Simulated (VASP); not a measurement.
Here is a VASP 6.6.1 calculation.

File INCAR:

```
  PREC = Accurate
  ENCUT = 520
  EDIFF = 1E-7
  ISMEAR = -1
  SIGMA = 0.1
  LREAL = False
  LASPH = True
  NELM = 60
  ALGO = Normal
  ISIF = 2
  LWAVE = False
  LCHARG = False
  GGA = B5
  ALDAX = 1.0
  AGGAX = 1.0
  AGGAC = 1.0
  ALDAC = 0.0
  NBANDS = 10
```

The input KPOINTS:

```
regular mesh
0
Gamma
  12 12 12
```

File POSCAR:

```
Na
1.0
    0.0000000000      2.7236494451      2.7236494451
    2.7236494451      0.0000000000      2.7236494451
    2.7236494451      2.7236494451      0.0000000000
Na
1
Direct
    0.0000000000      0.0000000000      0.0000000000
```

Potentials or basis: VASP PAW PBE potentials, release 64 (Na_pv).

The run is started by

```bash
$ cat potpaw_PBE.64/Na_pv/POTCAR > POTCAR
$ mpirun -np 1 vasp_std > vasp.out
```

Task: What does it give for the pressure?

Result: -0.5 GPa.

Task: Estimate the band gap on the k mesh.

Result: Zero (an odd number of electrons rules out a gap without spin polarisation).

Caveat: the PAW data sets were made with another functional, which shifts forces and pressure a little.
